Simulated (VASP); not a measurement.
# NaF in VASP: notebook, part 2 of 2

VASP 6.6.1.

## Step 3: Single point, PBE0

The input, POSCAR:

```
NaF
1.0
    0.0000000000      2.3200000000      2.3200000000
    2.3200000000      0.0000000000      2.3200000000
    2.3200000000      2.3200000000      0.0000000000
Na F
1 1
Direct
    0.0000000000      0.0000000000      0.0000000000
    0.5000000000      0.5000000000      0.5000000000
```

The input, INCAR.step1:

```
PREC     = Accurate       # precision mode
ENCUT    = 520            # plane-wave cutoff, eV
EDIFF    = 1E-5           # SCF threshold, eV
ISMEAR   = 1              # smearing method
SIGMA    = 0.05           # smearing width, eV
LREAL    = F              # projectors in reciprocal space
LASPH    = T              # aspherical terms in the spheres
NELM     = 100            # most SCF steps
ALGO     = Normal         # electronic algorithm
ISIF     = 2              # what is computed and relaxed
LWAVE    = T              # write WAVECAR
LCHARG   = F              # write CHGCAR
GGA      = PE             # functional
NBANDS   = 14             # bands
```

The input, INCAR.step2:

```
PREC     = Accurate       # precision mode
ENCUT    = 520            # plane-wave cutoff, eV
EDIFF    = 1E-6           # SCF threshold, eV
ISMEAR   = 1              # smearing method
SIGMA    = 0.05           # smearing width, eV
LREAL    = F              # projectors in reciprocal space
LASPH    = T              # aspherical terms in the spheres
NELM     = 100            # most SCF steps
ALGO     = Normal         # electronic algorithm
ISIF     = 2              # what is computed and relaxed
LWAVE    = F              # write WAVECAR
LCHARG   = F              # write CHGCAR
GGA      = PE             # functional
LHFCALC  = T              # exact exchange
AEXX     = 0.25           # exact-exchange fraction
PRECFOCK = Normal       
ISTART   = 1            
NBANDS   = 14             # bands
```

The input, KPOINTS:

```
regular mesh
0
Gamma
  5 5 5
```

Potentials or basis: VASP PAW PBE potentials, release 64 (Na_pv, F).

The run is started by

```sh
$ cat potpaw_PBE.64/Na_pv/POTCAR potpaw_PBE.64/F/POTCAR > POTCAR
$ cp INCAR.step1 INCAR
$ mpirun -np 1 vasp_std > vasp.out
$ cp INCAR.step2 INCAR
$ mpirun -np 1 vasp_std > vasp.out
```

OUTCAR:

```text
PREC = Accurate
   ENCUT = 520
   EDIFF = 1E-6
   ISMEAR = 1
   LREAL = F
   LASPH = T
   NELM = 100
   ISIF = 2
   GGA = PE
   LHFCALC = T
   AEXX = 0.25
   PRECFOCK = Normal
   ISTART = 1

 ion  position               nearest neighbor table
   1  0.000  0.000  0.000-   2 2.32   2 2.32   2 2.32   2 2.32   2 2.32   2 2.32
   2  0.500  0.500  0.500-   1 2.32   1 2.32   1 2.32   1 2.32   1 2.32   1 2.32

  LATTYP: Found a face centered cubic cell.
 ALAT       =     4.6400000000

  Lattice vectors:

 A1 = (   0.0000000000,   2.3200000000,   2.3200000000)
 A2 = (   2.3200000000,   0.0000000000,   2.3200000000)
 A3 = (   2.3200000000,   2.3200000000,   0.0000000000)

Analysis of symmetry for initial positions (statically):
=====================================================================
 Subroutine PRICEL returns:
 Original cell was already a primitive cell.

 Routine SETGRP: Setting up the symmetry group for a
 face centered cubic supercell.

 Subroutine GETGRP returns: Found 48 space group operations
 (whereof 48 operations were pure point group operations)
 out of a pool of 48 trial point group operations.

The static configuration has the point symmetry O_h .

Analysis of symmetry for dynamics (positions and initial velocities):
=====================================================================
 Subroutine PRICEL returns:
 Original cell was already a primitive cell.

 Routine SETGRP: Setting up the symmetry group for a
 face centered cubic supercell.

 Subroutine GETGRP returns: Found 48 space group operations
 (whereof 48 operations were pure point group operations)
 out of a pool of 48 trial point group operations.

The dynamic configuration has the point symmetry O_h .

 Subroutine INISYM returns: Found 48 space group operations
 (whereof 48 operations are pure point group operations),
 and found     1 'primitive' translations

----------------------------------------------------------------------------------------

                                     Primitive cell

  volume of cell :      24.9743

  direct lattice vectors                    reciprocal lattice vectors
     0.000000000  2.320000000  2.320000000    -0.215517241  0.215517241  0.215517241
     2.320000000  0.000000000  2.320000000     0.215517241 -0.215517241  0.215517241
     2.320000000  2.320000000  0.000000000     0.215517241  0.215517241 -0.215517241

  length of vectors
     3.280975465  3.280975465  3.280975465     0.373286812  0.373286812  0.373286812

  position of ions in fractional coordinates (direct lattice)
     0.000000000  0.000000000  0.000000000
     0.500000000  0.500000000  0.500000000

  ion indices of the primitive-cell ions
   primitive index   ion index
                 1           1
                 2           2

----------------------------------------------------------------------------------------

 KPOINTS: regular mesh

Automatic generation of k-mesh.
 Grid dimensions read from file:
 generate k-points for:    5    5    5

 Generating k-lattice:

  Cartesian coordinates                     Fractional coordinates (reciprocal lattice)
    -0.043103448  0.043103448  0.043103448     0.200000000  0.000000000  0.000000000
[... 34 lines left out ...]
 SYSTEM =  unknown system
   PREC   = accura    normal or accurate (medium, high low for compatibility)
   ISTART =      1    job   : 0-new  1-cont  2-samecut
   ICHARG =      0    charge: 1-file 2-atom 10-const
   ISPIN  =      1    spin polarized calculation?
   LNONCOLLINEAR =      F non collinear calculations
   LSORBIT =      F    spin-orbit coupling
   LASPH  =      T    aspherical Exc in radial PAW
   ENCUT  =  520.0 eV  38.22 Ry    6.18 a.u.   6.10  6.10  6.10*2*pi/ulx,y,z
   NELM   =    100;   NELMIN=  2; NELMDL=  0     # of ELM steps
   EDIFF  = 0.1E-05   stopping-criterion for ELM
   LREAL  =      F    real-space projection
   EDIFFG = 0.1E-04   stopping-criterion for IOM
   NSW    =      0    number of steps for IOM
   IBRION =     -1    ionic relax: 0-MD 1-quasi-New 2-CG
   NFREE  =      0    steps in history (QN), initial steepest desc. (CG)
   ISIF   =      2    stress and relaxation
   ISYM   =      3    0-nonsym 1-usesym 2-fastsym
   POTIM  = 0.5000    time-step for ionic-motion
   TEBEG  =    0.0;   TEEND  =   0.0 temperature during run
   PSTRESS=    0.0 pullay stress
   NELECT =      14.0000    total number of electrons
   NUPDOWN=      -1.0000    fix difference up-down
   EMIN   =  10.00;   EMAX   =-10.00  energy-range for DOS
   EFERMI =   0.00;   METHOD = LEGACY
   ISMEAR =     1;   SIGMA  =   0.05  broadening in eV -4-tet -1-fermi 0-gaus
   EFERMI_NEDOS =   21; number of points for ismear=-14 and -15
   IALGO  =     38    algorithm
   IMIX   =      1    mixing-type and parameters
     AMIX     =   0.40;   BMIX     =  1.00
     AMIX_MAG =   1.60;   BMIX_MAG =  1.00
  volume/ion in A,a.u.               =      12.49        84.27
  Fermi-wavevector in a.u.,A,eV,Ry     =   1.349852  2.550851 24.791186  1.822101
  Thomas-Fermi vector in A             =   2.477405
   LORBIT       =      0    0 simple, 1 ext, 2 COOP (PROOUT), +10 PAW based schemes
   GGA     = PE    functional components
   LHFCALC =     T    Hartree Fock is set to
   PRECFOCK=normal    Normal, Fast or Accurate (Low or Medium for compatibility)
   ENCUT4O =  -1.0   cutoff for four orbital integrals eV
   NKREDX  =     1    reduce k-point grid by
   NKREDY  =     1    reduce k-point grid by
   NKREDZ  =     1    reduce k-point grid by
   AEXX    =    0.2500 exact exchange contribution
   HFSCREEN=    0.0000 screening length (either q_TF or 0.3 A-1)
   HFSCREENC=   0.0000 screening length for correlation (either q_TF or 0.3 A-1)
   ENCUTFOCK=  -1.0 apply spherical cutoff to Coloumb kernel
   IVDW    =     0    specifies the selected vdW correction
   LEPSILON=     F    determine dielectric tensor
   LRPA    =     F    only Hartree local field effects (RPA)
 non-spin polarized calculation
 Methfessel and Paxton  Order N= 1 SIGMA  =   0.05
  energy-cutoff  :      520.00
  volume of cell :       24.97
 maximum number of plane-waves:       685
  NGX = 20; NGY = 20; NGZ = 20

 number of electron      13.9999982 magnetization

 Free energy of the ion-electron system (eV)
  ---------------------------------------------------
  ext. energy  EPLUGINS =         0.00000000
  ---------------------------------------------------
  free energy    TOTEN  =       -10.84559549 eV

  energy without entropy =      -10.84566858  energy(sigma->0) =      -10.84561985

 E-fermi :  -4.1493     XC(G=0):  -7.1093

 val. band max:       -4.1879302053   @ k =   0.0000   0.0000   0.0000
 cond. band min:       5.0060246034   @ k =   0.0000   0.0000   0.0000
 fundamental gap:      9.1939548087
 Fermi energy:        -4.1492910540

 k-point     1 :       0.0000    0.0000    0.0000
  band No.  band energies     occupation
      1     -24.9278      2.00000
      2     -24.5827      2.00000
      3     -24.5826      2.00000
      4     -24.5826      2.00000
      5      -4.2258      2.05249
      6      -4.1891      1.97786
      7      -4.1879      1.96551
      8       5.0060      0.00000
      9      17.9184      0.00000
     10      17.9184      0.00000
     11      17.9184      0.00000
     12      20.4818      0.00000
     13      23.1648      0.00000
     14      23.1648      0.00000
[... 139 lines left out ...]
      1     -25.1899      2.00000
      2     -24.6543      2.00000
      3     -24.6409      2.00000
      4     -24.1207      2.00000
      5      -5.3403      2.00000
      6      -4.9176      2.00000
      7      -4.6676      2.00000
      8      10.9243      0.00000
      9      12.2153      0.00000
     10      14.9344      0.00000
     11      16.8731      0.00000
     12      21.2253      0.00000
     13      23.2513      0.00000
     14      26.4020      0.00000

------------------------ aborting loop because EDIFF is reached ----------------------------------------

  FORCE on cell =-STRESS in cart. coord.  units (eV):
  Direction    XX          YY          ZZ          XY          YZ          ZX
  --------------------------------------------------------------------------------------
  -------------------------------------------------------------------------------------
  Total       -0.0078713     -0.0078713     -0.0078713      0.0000000     -0.0000000      0.0000000
  in kB       -0.5049703     -0.5049703     -0.5049703      0.0000000     -0.0000000      0.0000000
  external PRESSURE =      -0.5049703 kB  Pullay stress =       0.0000000 kB

 VOLUME and BASIS-vectors are now :
 -----------------------------------------------------------------------------
  energy-cutoff  :      520.00
  volume of cell :       24.97
      direct lattice vectors                 reciprocal lattice vectors
     0.000000000  2.320000000  2.320000000    -0.215517241  0.215517241  0.215517241
     2.320000000  0.000000000  2.320000000     0.215517241 -0.215517241  0.215517241
     2.320000000  2.320000000  0.000000000     0.215517241  0.215517241 -0.215517241

 POSITION                                       TOTAL-FORCE (eV/Angst)
 -----------------------------------------------------------------------------------
      0.00000      0.00000      0.00000         0.000000      0.000000      0.000000
      2.32000      2.32000      2.32000         0.000000      0.000000      0.000000
 -----------------------------------------------------------------------------------
    total drift:                               -0.000000      0.000000      0.000000

  FREE ENERGIE OF THE ION-ELECTRON SYSTEM (eV)
  ---------------------------------------------------
  free  energy   TOTEN  =       -10.8455954908 eV

  energy  without entropy=      -10.8456685807  energy(sigma->0) =      -10.84561985
```

It took 3.9 min on 1 thread of Intel Xeon Platinum 8488C (Sapphire Rapids), shared host; peak memory 0.14 GiB.

Results:

| Property | Result |
| --- | --- |
| Free energy | -10.8456 eV |
| Pressure | -0.1 GPa |
| Band gap on the k mesh | 9.19 eV |

Levels at points of the mesh, in eV from the valence-band top:
```
           k point  band 3  band 4  band 5  band 6  band 7  band 8  band 9  band 10  band 11  band 12
(0.00, 0.00, 0.00)  -20.39  -20.39   -0.04    0.00    0.00    9.19   22.11    22.11    22.11    24.67
```

Caveat: the k points lie up to 0.47 Å⁻¹ apart; the PAW data sets were made with another functional, which shifts forces and pressure a little.
